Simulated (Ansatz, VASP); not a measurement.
Two plane-wave programs on ScPt

File INCAR:

```
PREC = Accurate ; ENCUT = 520
EDIFF = 1E-8 ; ISMEAR = -1
SIGMA = 0.05 ; LREAL = False
LASPH = True ; NELM = 80
ALGO = Normal ; ISIF = 2
LWAVE = False ; LCHARG = False
GGA = CA ; LEFG = True
NBANDS = 18
```

The input KPOINTS:

```
Automatic mesh
0
Gamma
  10 10 10
```

File POSCAR:

```
ScPt
1.0
    3.3130312505      0.0000000000      0.0000000000
    0.0000000000      3.3130312505      0.0000000000
    0.0000000000      0.0000000000      3.3130312505
Sc Pt
1 1
Direct
    0.5000000000      0.5000000000      0.5000000000
    0.0000000000      0.0000000000      0.0000000000
```

Input for Ansatz:

```yaml
crystal:
  lattice:
    - [3.3130312505, 0.0, 0.0]
    - [0.0, 3.3130312505, 0.0]
    - [0.0, 0.0, 3.3130312505]
  atoms:
    - { symbol: Sc, position: [0.5, 0.5, 0.5] }
    - { symbol: Pt, position: [0.0, 0.0, 0.0] }
kpoints:
  mp_grid: { grid: [10, 10, 10] }
scf:
  occupations: { method: fermi_dirac, width: 0.05 }
hamiltonian:
  xc: lda
  pseudopotentials: { kind: paw }
output:
  forces: true
  stress: true
  eigenvalues: true
  efg: { contact_densities: true }
```

Change from the starting cell: volume scaled by 1.04, PAW files.

Alike in both runs: task electric field gradients; functional LDA; k mesh 10 × 10 × 10; occupations fermi-dirac, width 0.05 eV; no spin polarisation.

|  | VASP | Ansatz |
| --- | --- | --- |
| version | VASP 6.6.1 | Ansatz 0.2.0 |
| potentials or method | VASP PAW LDA potentials, release 64 (Sc_sv, Pt) | PAW with Ansatz's default frozen-core files, scalar-relativistic |
| plane-wave cutoff (eV) | 520 | 420 |
| valence electrons in the cell | 21 | 29 |

```csv
,VASP,Ansatz,Ansatz less VASP
pressure (GPa),-9.8,-10.4,-0.52
```

LDA's correlation is that of Perdew and Zunger in VASP and of Perdew and Wang (1992) in Ansatz. VASP's potentials hold 21 valence electrons a cell and Ansatz's 29, so a difference there can come from the potentials and not from the codes.

Spin-orbit coupling is off throughout.
